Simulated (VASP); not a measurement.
A run of VASP 6.6.1 is set up as follows.

The input INCAR:

```
SYSTEM = Al3B2W
  ALGO = Normal
  EDIFF = 1E-7
  EDIFFG = -0.08
  ENCUT = 500
  GGA = PE
  GGA_COMPAT = .False.
  IBRION = 2
  ISIF = 3
  ISMEAR = 0
  LASPH = .True.
  LCHARG = .False.
  LREAL = .False.
  LWAVE = .False.
  NELM = 120
  NELMIN = 4
  NSW = 36
  PREC = Accurate
  SIGMA = 0.2
```

KPOINTS

```
k-points
0
Gamma
  4 4 4
  0 0 0
```

The input POSCAR:

```
Al3B2W
1.0
    2.4213112000      1.3979446700      3.9653183800
   -2.4213112000      1.3979446700      3.9653183800
    0.0000000000     -2.7958893400      3.9653183800
Al B W
3 2 1
Direct
    0.5000000000      0.0000000000      0.5000000000
    0.0000000000      0.5000000000      0.5000000000
    0.5000000000      0.5000000000      0.0000000000
    0.1240085700      0.1240085700      0.1240085700
    0.8759914300      0.8759914300      0.8759914300
    0.5000000000      0.5000000000      0.5000000000
```

Potentials or basis: VASP PAW PBE potentials, release 64 (Al, B, W_sv).

Command:

```sh
$ cat potpaw_PBE.64/Al/POTCAR potpaw_PBE.64/B/POTCAR potpaw_PBE.64/W_sv/POTCAR > POTCAR
$ mpirun -np 1 vasp_std > vasp.out
```

Problem. Predict the relaxed volume.

Solution. 14.89 Å³/atom.

Problem. What does it give for the band gap on the k mesh?

Solution. Zero (an odd number of electrons rules out a gap without spin polarisation).

Step by step:
```tsv
step	energy change (eV)	largest force (eV/Å)	pressure (GPa)	volume (Å³)
1	0.0000	0.7441	9.47	80.53
2	-0.1647	0.7746	-4.65	90.14
3	-0.2008	0.7760	-0.99	87.09
4	-0.2690	0.7777	-0.89	87.33
5	-0.3415	0.6636	-0.17	87.90
6	-0.3735	0.6446	-0.22	87.98
7	-0.4631	0.5640	-0.31	88.22
8	-0.6021	0.3408	-0.13	88.70
9	-0.6836	0.2604	1.51	89.66
10	-0.7858	0.0596	-1.85	91.22
11	-0.7860	0.0514	-1.96	91.29
12	-0.8001	0.1045	-0.02	89.48
13	-0.8002	0.1061	0.04	89.43
14	-0.8009	0.0835	-0.07	89.43
15	-0.8015	0.0370	-0.30	89.43
16	-0.8019	0.0336	-0.24	89.36
```

Caveat: the k points lie up to 0.39 Å⁻¹ apart in the final cell, too coarse for converged energies and pressures of a metal; the highest band is partly filled, so the run has too few bands; spin-orbit coupling is left out, which moves the levels of the heavy elements; the relaxation stopped at a loose force limit of 0.08 eV/Å, so its end isn't a converged minimum.
